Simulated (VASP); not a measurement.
# CrN2 (Pnnm) in VASP: a series of runs

The runs below take CrN2 through single point, with PBEsol, PBE.

All numbers are computed with VASP 6.6.1; they aren't measurements. Logs are shortened: lines on timing, memory, paths and dates and some standing lists are left out, and cuts for length are marked.

## Step 1: The cell of the first run

The structure is orthorhombic, space group Pnnm (No. 58). The conventional cell has a = 3.902 Å, b = 4.810 Å, c = 2.784 Å, α = 90.00°, β = 90.00°, γ = 90.00°. Cr (site symmetry 2/m) has 12 N at 2.04 to 2.88 Å and 2 Cr at 2.78 Å within 2.9 Å. N (site symmetry m) has 1 N at 1.35 Å within 1.8 Å.

## Step 2: Single point, PBEsol, collinear spin, ferromagnetic start

Input file INCAR:

```
PREC     = Accurate       # precision mode
ENCUT    = 700            # plane-wave cutoff, eV
EDIFF    = 1E-6           # SCF threshold, eV
ISMEAR   = -1             # smearing method
SIGMA    = 0.05           # smearing width, eV
LREAL    = F              # projectors in reciprocal space
LASPH    = T              # aspherical terms in the spheres
NELM     = 200            # most SCF steps
ALGO     = Normal         # electronic algorithm
ISIF     = 2              # what is computed and relaxed
LWAVE    = F              # write WAVECAR
LCHARG   = T              # write CHGCAR
ISPIN    = 2              # spin polarisation
MAGMOM   = 2.25 2.25 0 0 0 0 # initial moments
LORBIT   = 11             # projections on sites
NUPDOWN  = 4.5            # fixed moment
LMAXMIX  = 4              # l up to which the mixer works
GGA      = PS             # functional
LELF     = T              # ELF
LVHAR    = T            
NBANDS   = 37             # bands
GGA_COMPAT= F
```

Input file KPOINTS:

```
Automatic mesh
0
Gamma
  6 5 8
```

Input file POSCAR:

```
CrN2
1.0
    3.9017860000      0.0000000000      0.0000000000
    0.0000000000      4.8095120000      0.0000000000
    0.0000000000      0.0000000000      2.7841700000
Cr N
2 4
Direct
    0.0000000000      0.0000000000      0.0000000000
    0.5000000000      0.5000000000      0.5000000000
    0.8661700000      0.5887750000      0.0000000000
    0.1338300000      0.4112250000      0.0000000000
    0.3661700000      0.9112250000      0.5000000000
    0.6338300000      0.0887750000      0.5000000000
```

Potentials or basis: VASP PAW PBE potentials, release 64 (Cr_sv, N).

Launch:

```sh
$ cat potpaw_PBE.64/Cr_sv/POTCAR potpaw_PBE.64/N/POTCAR > POTCAR
$ mpirun -np 1 vasp_std > vasp.out
```

OUTCAR:

```text
PREC = Accurate
   ENCUT = 700
   EDIFF = 1E-6
   ISMEAR = -1
   LREAL = F
   LASPH = T
   NELM = 200
   ISIF = 2
   ISPIN = 2
   LORBIT = 11
   NUPDOWN = 4.5
   GGA = PS

 ion  position               nearest neighbor table
   1  0.000  0.000  0.000-   5 2.04   6 2.04   5 2.04   6 2.04   3 2.05   4 2.05
   2  0.500  0.500  0.500-   3 2.04   4 2.04   3 2.04   4 2.04   5 2.05   6 2.05
   3  0.866  0.589  0.000-   4 1.35   2 2.04   2 2.04   1 2.05
   4  0.134  0.411  0.000-   3 1.35   2 2.04   2 2.04   1 2.05
   5  0.366  0.911  0.500-   6 1.35   1 2.04   1 2.04   2 2.05
   6  0.634  0.089  0.500-   5 1.35   1 2.04   1 2.04   2 2.05

  LATTYP: Found a simple orthorhombic cell.
 ALAT       =     2.7841700000
 B/A-ratio  =     1.4014180169
 C/A-ratio  =     1.7274491141

  Lattice vectors:

 A1 = (   0.0000000000,   0.0000000000,   2.7841700000)
 A2 = (   3.9017860000,   0.0000000000,   0.0000000000)
 A3 = (   0.0000000000,   4.8095120000,   0.0000000000)

Analysis of symmetry for initial positions (statically):
=====================================================================
 Subroutine PRICEL returns:
 Original cell was already a primitive cell.

 Routine SETGRP: Setting up the symmetry group for a
 simple orthorhombic supercell.

 Subroutine GETGRP returns: Found  8 space group operations
 (whereof  4 operations were pure point group operations)
 out of a pool of  8 trial point group operations.

The static configuration has the point symmetry C_2h.
 The point group associated with its full space group is D_2h.

Analysis of symmetry for dynamics (positions and initial velocities):
=====================================================================
 Subroutine PRICEL returns:
 Original cell was already a primitive cell.

 Routine SETGRP: Setting up the symmetry group for a
 simple orthorhombic supercell.

 Subroutine GETGRP returns: Found  8 space group operations
 (whereof  4 operations were pure point group operations)
 out of a pool of  8 trial point group operations.

The dynamic configuration has the point symmetry C_2h.
 The point group associated with its full space group is D_2h.

Analysis of structural, dynamic, and magnetic symmetry:
=====================================================================
 Subroutine PRICEL returns:
 Original cell was already a primitive cell.

 Routine SETGRP: Setting up the symmetry group for a
 simple orthorhombic supercell.

 Subroutine GETGRP returns: Found  8 space group operations
 (whereof  4 operations were pure point group operations)
 out of a pool of  8 trial point group operations.

The overall configuration has the point symmetry C_2h.
 The point group associated with its full space group is D_2h.

 Subroutine INISYM returns: Found  8 space group operations
 (whereof  4 operations are pure point group operations),
 and found     1 'primitive' translations

----------------------------------------------------------------------------------------

                                     Primitive cell

  volume of cell :      52.2469

  direct lattice vectors                    reciprocal lattice vectors
     3.901786000  0.000000000  0.000000000     0.256292887  0.000000000  0.000000000
     0.000000000  4.809512000  0.000000000     0.000000000  0.207921303  0.000000000
     0.000000000  0.000000000  2.784170000     0.000000000  0.000000000  0.359173470

  length of vectors
     3.901786000  4.809512000  2.784170000     0.256292887  0.207921303  0.359173470

  position of ions in fractional coordinates (direct lattice)
     0.000000000  0.000000000  0.000000000
     0.500000000  0.500000000  0.500000000
     0.866170000  0.588775000  0.000000000
     0.133830000  0.411225000  0.000000000
     0.366170000  0.911225000  0.500000000
     0.633830000  0.088775000  0.500000000

  ion indices of the primitive-cell ions
   primitive index   ion index
                 1           1
                 2           2
                 3           3
                 4           4
                 5           5
                 6           6

[... 50 lines left out ...]
  0.333333  0.400000  0.125000      8.000000
  0.500000  0.400000  0.125000      4.000000
 [... further k-points ...]
   k-points           NKPTS =     60   k-points in BZ     NKDIM =     60   number of bands    NBANDS=     37
   number of dos      NEDOS =    301   number of ions     NIONS =      6
   total plane-waves  NPLWV =  36288
   dimension x,y,z NGX =    36 NGY =   42 NGZ =   24
   dimension x,y,z NGXF=    72 NGYF=   84 NGZF=   48
   ions per type =               2   4
   NGX,Y,Z   is equivalent  to a cutoff of  15.34, 14.52, 14.33 a.u.
   NGXF,Y,Z  is equivalent  to a cutoff of  30.68, 29.04, 28.66 a.u.
 SYSTEM =  unknown system
   PREC   = accura    normal or accurate (medium, high low for compatibility)
   ISTART =      0    job   : 0-new  1-cont  2-samecut
   ICHARG =      2    charge: 1-file 2-atom 10-const
   ISPIN  =      2    spin polarized calculation?
   LNONCOLLINEAR =      F non collinear calculations
   LSORBIT =      F    spin-orbit coupling
   LASPH  =      T    aspherical Exc in radial PAW
   ENCUT  =  700.0 eV  51.45 Ry    7.17 a.u.   8.42 10.38  6.01*2*pi/ulx,y,z
   NELM   =    200;   NELMIN=  2; NELMDL= -5     # of ELM steps
   EDIFF  = 0.1E-05   stopping-criterion for ELM
   LREAL  =      F    real-space projection
   EDIFFG = 0.1E-04   stopping-criterion for IOM
   NSW    =      0    number of steps for IOM
   IBRION =     -1    ionic relax: 0-MD 1-quasi-New 2-CG
   NFREE  =      0    steps in history (QN), initial steepest desc. (CG)
   ISIF   =      2    stress and relaxation
   ISYM   =      2    0-nonsym 1-usesym 2-fastsym
   POTIM  = 0.5000    time-step for ionic-motion
   TEBEG  =    0.0;   TEEND  =   0.0 temperature during run
   PSTRESS=    0.0 pullay stress
   NELECT =      48.0000    total number of electrons
   NUPDOWN=       4.5000    fix difference up-down
   EMIN   =  10.00;   EMAX   =-10.00  energy-range for DOS
   EFERMI =   0.00;   METHOD = LEGACY
   ISMEAR =    -1;   SIGMA  =   0.05  broadening in eV -4-tet -1-fermi 0-gaus
   EFERMI_NEDOS =   21; number of points for ismear=-14 and -15
   IALGO  =     38    algorithm
   IMIX   =      4    mixing-type and parameters
     AMIX     =   0.40;   BMIX     =  1.00
     AMIX_MAG =   1.60;   BMIX_MAG =  1.00
  volume/ion in A,a.u.               =       8.71        58.76
  Fermi-wavevector in a.u.,A,eV,Ry     =   1.591482  3.007466 34.461057  2.532816
  Thomas-Fermi vector in A             =   2.690016
   LORBIT       =     11    0 simple, 1 ext, 2 COOP (PROOUT), +10 PAW based schemes
   GGA     = PS    functional components
   LHFCALC =     F    Hartree Fock is set to
   AEXX    =    0.0000 exact exchange contribution
   IVDW    =     0    specifies the selected vdW correction
   LEPSILON=     F    determine dielectric tensor
   LRPA    =     F    only Hartree local field effects (RPA)
 spin polarized calculation
  energy-cutoff  :      700.00
  volume of cell :       52.25
 maximum number of plane-waves:      2228
 NGX is ok and might be reduce to    36
   NGX = 17   NGY = 21   NGZ = 13

 number of electron      48.0000024 magnetization       4.5000006

 Free energy of the ion-electron system (eV)
  ---------------------------------------------------
  ext. energy  EPLUGINS =         0.00000000
  ---------------------------------------------------
  free energy    TOTEN  =       -56.19088890 eV

  energy without entropy =      -56.17837624  energy(sigma->0) =      -56.18463257

 E-fermi :   9.1865     XC(G=0): -12.9220

 val. band max:        9.5749787085   @ k =   0.0000   0.2000   0.2500
 cond. band min:       9.2567264185   @ k =   0.5000   0.2000   0.1250
 fundamental gap:     -0.3182522900
 Fermi energy:         9.6064172684

 spin component 1

 k-point     1 :       0.0000    0.0000    0.0000
  band No.  band energies     occupation
      1     -63.0905      1.00000
      2     -63.0840      1.00000
      3     -34.5838      1.00000
      4     -34.5539      1.00000
      5     -34.5016      1.00000
      6     -34.4929      1.00000
[... 925 lines left out ...]
     35      19.4528      0.00000
     36      19.4528      0.00000

 [... further k-points ...]

 spin component 2

 k-point     1 :       0.0000    0.0000    0.0000
  band No.  band energies     occupation
      1     -60.7502      1.00000
      2     -60.7428      1.00000
      3     -32.3768      1.00000
      4     -32.3634      1.00000
      5     -32.2844      1.00000
      6     -32.2721      1.00000
[... 925 lines left out ...]
     35      19.8816      0.00000
     36      19.8816      0.00000

 [... further k-points ...]

 [bands above 36 left out]

------------------------ aborting loop because EDIFF is reached ----------------------------------------

  FORCE on cell =-STRESS in cart. coord.  units (eV):
  Direction    XX          YY          ZZ          XY          YZ          ZX
  --------------------------------------------------------------------------------------
  -------------------------------------------------------------------------------------
  Total       -3.4046137     -3.0622047     -2.7434049     -0.0000000      0.0000000      0.0000000
  in kB     -104.4042587    -93.9041097    -84.1279466     -0.0000000      0.0000000      0.0000000
  external PRESSURE =     -94.1454383 kB  Pullay stress =       0.0000000 kB

 VOLUME and BASIS-vectors are now :
 -----------------------------------------------------------------------------
  energy-cutoff  :      700.00
  volume of cell :       52.25
      direct lattice vectors                 reciprocal lattice vectors
     3.901786000  0.000000000  0.000000000     0.256292887  0.000000000  0.000000000
     0.000000000  4.809512000  0.000000000     0.000000000  0.207921303  0.000000000
     0.000000000  0.000000000  2.784170000     0.000000000  0.000000000  0.359173470

 POSITION                                       TOTAL-FORCE (eV/Angst)
 -----------------------------------------------------------------------------------
      0.00000      0.00000      0.00000         0.000000      0.000000      0.000000
      1.95089      2.40476      1.39209         0.000000      0.000000      0.000000
      3.37961      2.83172      0.00000        -0.116869      0.040101     -0.000000
      0.52218      1.97779      0.00000         0.116869     -0.040101      0.000000
      1.42872      4.38255      1.39209        -0.116869     -0.040101      0.000000
      2.47307      0.42696      1.39209         0.116869      0.040101      0.000000
 -----------------------------------------------------------------------------------
    total drift:                                0.000000      0.000000      0.000000

  FREE ENERGIE OF THE ION-ELECTRON SYSTEM (eV)
  ---------------------------------------------------
  free  energy   TOTEN  =       -56.1908889036 eV

  energy  without entropy=      -56.1783762449  energy(sigma->0) =      -56.18463257

 total charge

# of ion       s       p       d       tot
------------------------------------------
    1        2.146   6.023   3.526  11.695
    2        2.146   6.023   3.526  11.695
    3        1.242   2.478   0.000   3.720
    4        1.242   2.478   0.000   3.720
    5        1.242   2.478   0.000   3.720
    6        1.242   2.478   0.000   3.720
--------------------------------------------------
tot          9.258  21.960   7.052  38.270

 magnetization (x)

# of ion       s       p       d       tot
------------------------------------------
    1        0.009   0.010   2.076   2.095
    2        0.009   0.010   2.076   2.095
    3       -0.003  -0.066   0.000  -0.069
    4       -0.003  -0.066   0.000  -0.069
    5       -0.003  -0.066   0.000  -0.069
    6       -0.003  -0.066   0.000  -0.069
--------------------------------------------------
tot          0.007  -0.244   4.151   3.914
```

Run time: 5 min. Hardware: 1 thread of Intel Xeon Platinum 8259CL at 2.50GHz (Skylake/Cascade Lake), shared host; peak memory 0.38 GiB.

What came out:

| Property | Result |
| --- | --- |
| Free energy | -56.1909 eV |
| Pressure | -9.4 GPa |
| Largest force | 0.124 eV/Å |
| Net moment | 4.50 μB per cell |
| Site moments | Cr +2.10; N -0.07 μB |
| Valence electrons inside the program's atomic spheres | Cr 11.70; N 3.72 |

Forces in eV/Å, atoms in the order of the input:
```
Cr   0.000  0.000  0.000
Cr   0.000  0.000  0.000
N   -0.117  0.040  0.000
N    0.117 -0.040  0.000
N   -0.117 -0.040  0.000
N    0.117  0.040  0.000
```

Caveat: the cell stands under tension; the PAW data sets were made with another functional, which shifts forces and pressure a little; the total moment is fixed, so each spin has its own Fermi level and the state may be an excited one; the run started ferromagnetic, and an antiferromagnetic order may lie lower in energy.

(Continued in part 2 of 2.)
